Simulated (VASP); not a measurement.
# Bi (Fm-3m) in VASP: further runs

Runs on Bi. Level: PBEsol. Tasks: single point, relaxation of cell and atoms.

Everything below comes from runs of VASP 6.6.1. Logs are shortened: lines on timing, memory, paths and dates and some standing lists are left out, and cuts for length are marked.

**1. The cell of the first run**

Symmetry: Fm-3m, No. 225, cubic system. The conventional cell has a = 3.727 Å, b = 3.727 Å, c = 3.727 Å, α = 90.00°, β = 90.00°, γ = 90.00°. Within 3.5 Å of Bi (site symmetry m-3m) lie 12 Bi at 2.64 Å.

This isn't the form of Bi at room conditions, which is rhombohedral.

**2. Single point, PBEsol (12.95 Å³/atom)**

Contents of INCAR:

```
PREC = Accurate ; ENCUT = 500
EDIFF = 1E-6 ; ISMEAR = -1
SIGMA = 0.08 ; LREAL = False
LASPH = True ; NELM = 120
ALGO = Normal ; ISIF = 2
LWAVE = False ; LCHARG = True
GGA = PS ; LELF = True
LVHAR = True ; NBANDS = 14
GGA_COMPAT = False
```

Contents of KPOINTS:

```
regular mesh
0
Gamma
  17 17 17
```

Contents of POSCAR:

```
Bi
1.0
    0.0000000000      1.8637263473      1.8637263473
    1.8637263473      0.0000000000      1.8637263473
    1.8637263473      1.8637263473      0.0000000000
Bi
1
Direct
    0.0000000000      0.0000000000      0.0000000000
```

Potentials or basis: VASP PAW PBE potentials, release 64 (Bi_d).

Launch:

```
$ cat potpaw_PBE.64/Bi_d/POTCAR > POTCAR
$ mpirun -np 1 vasp_std > vasp.out
```

OUTCAR:

```text
PREC = Accurate
   ENCUT = 500
   EDIFF = 1E-6
   ISMEAR = -1
   LREAL = False
   LASPH = True
   NELM = 120
   ISIF = 2
   GGA = PS

 ion  position               nearest neighbor table
   1  0.000  0.000  0.000-

  LATTYP: Found a face centered cubic cell.
 ALAT       =     3.7274526946

  Lattice vectors:

 A1 = (   0.0000000000,   1.8637263473,   1.8637263473)
 A2 = (   1.8637263473,   0.0000000000,   1.8637263473)
 A3 = (   1.8637263473,   1.8637263473,   0.0000000000)

Analysis of symmetry for initial positions (statically):
=====================================================================
 Subroutine PRICEL returns:
 Original cell was already a primitive cell.

 Routine SETGRP: Setting up the symmetry group for a
 face centered cubic supercell.

 Subroutine GETGRP returns: Found 48 space group operations
 (whereof 48 operations were pure point group operations)
 out of a pool of 48 trial point group operations.

The static configuration has the point symmetry O_h .

Analysis of symmetry for dynamics (positions and initial velocities):
=====================================================================
 Subroutine PRICEL returns:
 Original cell was already a primitive cell.

 Routine SETGRP: Setting up the symmetry group for a
 face centered cubic supercell.

 Subroutine GETGRP returns: Found 48 space group operations
 (whereof 48 operations were pure point group operations)
 out of a pool of 48 trial point group operations.

The dynamic configuration has the point symmetry O_h .

 Subroutine INISYM returns: Found 48 space group operations
 (whereof 48 operations are pure point group operations),
 and found     1 'primitive' translations

----------------------------------------------------------------------------------------

                                     Primitive cell

  volume of cell :      12.9472

  direct lattice vectors                    reciprocal lattice vectors
     0.000000000  1.863726347  1.863726347    -0.268279729  0.268279729  0.268279729
     1.863726347  0.000000000  1.863726347     0.268279729 -0.268279729  0.268279729
     1.863726347  1.863726347  0.000000000     0.268279729  0.268279729 -0.268279729

  length of vectors
     2.635707077  2.635707077  2.635707077     0.464674122  0.464674122  0.464674122

  position of ions in fractional coordinates (direct lattice)
     0.000000000  0.000000000  0.000000000

  ion indices of the primitive-cell ions
   primitive index   ion index
                 1           1

----------------------------------------------------------------------------------------

 KPOINTS: regular mesh

Automatic generation of k-mesh.
 Grid dimensions read from file:
 generate k-points for:   17   17   17

 Generating k-lattice:

  Cartesian coordinates                     Fractional coordinates (reciprocal lattice)
    -0.015781161  0.015781161  0.015781161     0.058823529  0.000000000  0.000000000
     0.015781161 -0.015781161  0.015781161     0.000000000  0.058823529  0.000000000
     0.015781161  0.015781161 -0.015781161     0.000000000  0.000000000  0.058823529

  Length of vectors
     0.027333772  0.027333772  0.027333772

  Shift w.r.t. Gamma in fractional coordinates (k-lattice)
     0.000000000  0.000000000  0.000000000

 Subroutine IBZKPT returns following result:
 ===========================================

 Found    165 irreducible k-points:

 Following reciprocal coordinates:
            Coordinates               Weight
  0.000000  0.000000  0.000000      1.000000
  0.058824  0.000000  0.000000      8.000000
  0.117647  0.000000  0.000000      8.000000
  0.176471  0.000000  0.000000      8.000000
  0.235294  0.000000  0.000000      8.000000
  0.294118  0.000000  0.000000      8.000000
[... 16 lines left out ...]
 -0.176471  0.058824  0.000000     24.000000
 -0.117647  0.058824  0.000000     24.000000
 [... further k-points ...]
   k-points           NKPTS =    165   k-points in BZ     NKDIM =    165   number of bands    NBANDS=     14
   number of dos      NEDOS =    301   number of ions     NIONS =      1
   total plane-waves  NPLWV =   8000
   dimension x,y,z NGX =    20 NGY =   20 NGZ =   20
   dimension x,y,z NGXF=    40 NGYF=   40 NGZF=   40
   ions per type =               1
   NGX,Y,Z   is equivalent  to a cutoff of  12.61, 12.61, 12.61 a.u.
   NGXF,Y,Z  is equivalent  to a cutoff of  25.23, 25.23, 25.23 a.u.
 SYSTEM =  unknown system
   PREC   = accura    normal or accurate (medium, high low for compatibility)
   ISTART =      0    job   : 0-new  1-cont  2-samecut
   ICHARG =      2    charge: 1-file 2-atom 10-const
   ISPIN  =      1    spin polarized calculation?
   LNONCOLLINEAR =      F non collinear calculations
   LSORBIT =      F    spin-orbit coupling
   LASPH  =      T    aspherical Exc in radial PAW
   ENCUT  =  500.0 eV  36.75 Ry    6.06 a.u.   4.81  4.81  4.81*2*pi/ulx,y,z
   NELM   =    120;   NELMIN=  2; NELMDL= -5     # of ELM steps
   EDIFF  = 0.1E-05   stopping-criterion for ELM
   LREAL  =      F    real-space projection
   EDIFFG = 0.1E-04   stopping-criterion for IOM
   NSW    =      0    number of steps for IOM
   IBRION =     -1    ionic relax: 0-MD 1-quasi-New 2-CG
   NFREE  =      0    steps in history (QN), initial steepest desc. (CG)
   ISIF   =      2    stress and relaxation
   ISYM   =      2    0-nonsym 1-usesym 2-fastsym
   POTIM  = 0.5000    time-step for ionic-motion
   TEBEG  =    0.0;   TEEND  =   0.0 temperature during run
   PSTRESS=    0.0 pullay stress
   NELECT =      15.0000    total number of electrons
   NUPDOWN=      -1.0000    fix difference up-down
   EMIN   =  10.00;   EMAX   =-10.00  energy-range for DOS
   EFERMI =   0.00;   METHOD = LEGACY
   ISMEAR =    -1;   SIGMA  =   0.08  broadening in eV -4-tet -1-fermi 0-gaus
   EFERMI_NEDOS =   21; number of points for ismear=-14 and -15
   IALGO  =     38    algorithm
   IMIX   =      4    mixing-type and parameters
     AMIX     =   0.40;   BMIX     =  1.00
     AMIX_MAG =   1.60;   BMIX_MAG =  1.00
  volume/ion in A,a.u.               =      12.95        87.37
  Fermi-wavevector in a.u.,A,eV,Ry     =   1.719411  3.249216 40.223926  2.956375
  Thomas-Fermi vector in A             =   2.796043
   LORBIT       =      0    0 simple, 1 ext, 2 COOP (PROOUT), +10 PAW based schemes
   GGA     = PS    functional components
   LHFCALC =     F    Hartree Fock is set to
   AEXX    =    0.0000 exact exchange contribution
   IVDW    =     0    specifies the selected vdW correction
   LEPSILON=     F    determine dielectric tensor
   LRPA    =     F    only Hartree local field effects (RPA)
 non-spin polarized calculation
  energy-cutoff  :      500.00
  volume of cell :       12.95
 maximum number of plane-waves:       336
   NGX =  9   NGY =  9   NGZ =  9

 number of electron      15.0000006 magnetization

 Free energy of the ion-electron system (eV)
  ---------------------------------------------------
  ext. energy  EPLUGINS =         0.00000000
  ---------------------------------------------------
  free energy    TOTEN  =         4.64196753 eV

  energy without entropy =        4.65139876  energy(sigma->0) =        4.64668315

 E-fermi :  24.9620     XC(G=0): -15.3652

 val. band max:       24.9558560087   @ k =  -0.1765   0.2353   0.0588
 cond. band min:      24.9731206980   @ k =  -0.3529   0.3529   0.1176
 fundamental gap:      0.0172646894
 Fermi energy:        24.9620467221

 k-point     1 :       0.0000    0.0000    0.0000
  band No.  band energies     occupation
      1      -1.1502      2.00000
      2      -1.1502      2.00000
      3      -1.1502      2.00000
      4      -0.1120      2.00000
      5      -0.1120      2.00000
      6       0.4471      2.00000
      7      30.3599      0.00000
      8      34.7806      0.00000
      9      34.7806      0.00000
     10      34.7806      0.00000
     11      42.3947      0.00000
     12      43.2345      0.00000
     13      43.2345      0.00000
     14      43.2345      0.00000

 k-point     2 :       0.0588    0.0000    0.0000
  band No.  band energies     occupation
      1      -1.1653      2.00000
      2      -1.1181      2.00000
      3      -1.1181      2.00000
      4      -0.1195      2.00000
      5      -0.1195      2.00000
      6       0.5918      2.00000
      7      30.4198      0.00000
      8      33.8161      0.00000
      9      34.8716      0.00000
     10      34.8716      0.00000
     11      41.8142      0.00000
     12      42.7098      0.00000
     13      42.7098      0.00000
     14      43.4619      0.00000

 k-point     3 :       0.1176    0.0000    0.0000
  band No.  band energies     occupation
      1      -1.2268      2.00000
      2      -1.0356      2.00000
      3      -1.0356      2.00000
      4      -0.1293      2.00000
      5      -0.1293      2.00000
      6       1.0472      2.00000
      7      30.1784      0.00000
      8      32.0352      0.00000
      9      35.1016      0.00000
     10      35.1016      0.00000
     11      39.9767      0.00000
     12      41.4871      0.00000
     13      41.4871      0.00000
     14      45.5086      0.00000

 k-point     4 :       0.1765    0.0000    0.0000
  band No.  band energies     occupation
      1      -1.3469      2.00000
      2      -0.9479      2.00000
      3      -0.9479      2.00000
      4      -0.1011      2.00000
      5      -0.1011      2.00000
      6       1.8384      2.00000
      7      28.0350      0.00000
      8      31.6142      0.00000
      9      35.3069      0.00000
     10      35.3069      0.00000
     11      38.6768      0.00000
     12      40.1513      0.00000
     13      40.1513      0.00000
     14      46.5930      0.00000

 k-point     5 :       0.2353    0.0000    0.0000
  band No.  band energies     occupation
      1      -1.5081      2.00000
      2      -0.9137      2.00000
      3      -0.9137      2.00000
      4       0.0143      2.00000
      5       0.0143      2.00000
      6       2.9648      2.00000
      7      25.0367      0.56466
      8      31.5498      0.00000
      9      35.1332      0.00000
     10      35.1332      0.00000
     11      38.3092      0.00000
[... 276 lines left out ...]
 k-point    22 :      -0.2353    0.0588    0.0000
  band No.  band energies     occupation
      1      -1.5297      2.00000
      2      -0.9229      2.00000
      3      -0.8767      2.00000
      4      -0.0749      2.00000
      5       0.1395      2.00000
      6       3.5785      2.00000
      7      24.0873      1.99996
      8      30.9102      0.00000
      9      33.4769      0.00000
     10      36.6724      0.00000
     11      37.2564      0.00000
     12      38.7026      0.00000
     13      41.1547      0.00000
     14      45.0782      0.00000

 k-point    23 :      -0.1765    0.0588    0.0000
  band No.  band energies     occupation
      1      -1.3757      2.00000
      2      -0.9251      2.00000
      3      -0.8948      2.00000
      4      -0.2039      2.00000
      5      -0.0061      2.00000
      6       2.3401      2.00000
      7      27.1632      0.00000
      8      31.1099      0.00000
      9      34.0156      0.00000
     10      36.9037      0.00000
     11      37.2402      0.00000
     12      39.5950      0.00000
     13      41.2876      0.00000
     14      44.4379      0.00000

 k-point    24 :      -0.1176    0.0588    0.0000
  band No.  band energies     occupation
      1      -1.2588      2.00000
      2      -0.9851      2.00000
      3      -0.9813      2.00000
      4      -0.2147      2.00000
      5      -0.0755      2.00000
      6       1.4262      2.00000
      7      29.7975      0.00000
      8      31.3330      0.00000
      9      34.0561      0.00000
     10      36.1747      0.00000
     11      38.4934      0.00000
     12      41.5780      0.00000
     13      41.6292      0.00000
     14      43.9701      0.00000

 [... further k-points ...]

------------------------ aborting loop because EDIFF is reached ----------------------------------------

  FORCE on cell =-STRESS in cart. coord.  units (eV):
  Direction    XX          YY          ZZ          XY          YZ          ZX
  --------------------------------------------------------------------------------------
  -------------------------------------------------------------------------------------
  Total       29.4635122     29.4635122     29.4635122     -0.0000000      0.0000000      0.0000000
  in kB     3646.0168163   3646.0168163   3646.0168163     -0.0000000      0.0000000      0.0000000
  external PRESSURE =    3646.0168163 kB  Pullay stress =       0.0000000 kB

 VOLUME and BASIS-vectors are now :
 -----------------------------------------------------------------------------
  energy-cutoff  :      500.00
  volume of cell :       12.95
      direct lattice vectors                 reciprocal lattice vectors
     0.000000000  1.863726347  1.863726347    -0.268279729  0.268279729  0.268279729
     1.863726347  0.000000000  1.863726347     0.268279729 -0.268279729  0.268279729
     1.863726347  1.863726347  0.000000000     0.268279729  0.268279729 -0.268279729

 POSITION                                       TOTAL-FORCE (eV/Angst)
 -----------------------------------------------------------------------------------
      0.00000      0.00000      0.00000        -0.000000      0.000000     -0.000000
 -----------------------------------------------------------------------------------
    total drift:                                0.000000      0.000000      0.000000

  FREE ENERGIE OF THE ION-ELECTRON SYSTEM (eV)
  ---------------------------------------------------
  free  energy   TOTEN  =         4.6419675336 eV

  energy  without entropy=        4.6513987631  energy(sigma->0) =        4.64668315
```

It took 28 s on 1 thread of Intel Xeon Platinum 8259CL at 2.50GHz (Skylake/Cascade Lake), shared host; peak memory 0.14 GiB.

What came out:

```
Free energy            : 4.6420 eV
Pressure               : 364.6 GPa
Band gap on the k mesh : zero (an odd number of electrons rules out a gap without spin polarisation)
```

Caveat: the cell stands under pressure; the PAW data sets were made with another functional, which shifts forces and pressure a little; spin-orbit coupling is left out, which moves the levels of the heavy elements.

**3. Single point, PBEsol**

This run uses another cell than the first one, of 30.25 Å³/atom.

Contents of INCAR:

```
PREC     = Accurate       # precision mode
ENCUT    = 500            # plane-wave cutoff, eV
EDIFF    = 1E-6           # SCF threshold, eV
ISMEAR   = -1             # smearing method
SIGMA    = 0.08           # smearing width, eV
LREAL    = False          # projectors in reciprocal space
LASPH    = True           # aspherical terms in the spheres
NELM     = 120            # most SCF steps
ALGO     = Normal         # electronic algorithm
ISIF     = 2              # what is computed and relaxed
LWAVE    = False          # write WAVECAR
LCHARG   = False          # write CHGCAR
GGA      = PS             # functional
NBANDS   = 14             # bands
GGA_COMPAT= False
```

Contents of KPOINTS:

```
Automatic mesh
0
Gamma
  14 14 14
```

Contents of POSCAR:

```
Bi
1.0
    0.0000000000      2.4730575441      2.4730575441
    2.4730575441      0.0000000000      2.4730575441
    2.4730575441      2.4730575441      0.0000000000
Bi
1
Direct
    0.0000000000      0.0000000000      0.0000000000
```

Potentials or basis: VASP PAW PBE potentials, release 64 (Bi_d).

Launch:

```
$ cat potpaw_PBE.64/Bi_d/POTCAR > POTCAR
$ mpirun -np 1 vasp_std > vasp.out
```

It took 41 s on 1 thread of Intel Xeon Platinum 8259CL at 2.50GHz (Skylake/Cascade Lake), shared host; peak memory 0.17 GiB.

Results (log left out):

| Property | Result |
| --- | --- |
| Free energy | -4.1652 eV |
| Pressure | 0.0 GPa |
| Band gap on the k mesh | zero (an odd number of electrons rules out a gap without spin polarisation) |

Levels at points of the mesh, in eV from the Fermi level:
| k point | band 5 | band 6 | band 7 | band 8 | band 9 | band 10 |
| --- | --- | --- | --- | --- | --- | --- |
| (0.00, 0.00, 0.00) | -22.99 | -13.86 | 5.09 | 5.09 | 5.09 | 9.01 |
| (0.50, 0.00, 0.00) | -22.91 | -10.85 | -5.52 | 3.44 | 3.44 | 7.50 |
| (0.50, 0.50, 0.00) | -22.89 | -9.68 | -4.68 | 0.31 | 0.31 | 4.01 |

Caveat: the PAW data sets were made with another functional, which shifts forces and pressure a little; spin-orbit coupling is left out, which moves the levels of the heavy elements.

(Continued in part 2 of 2.)
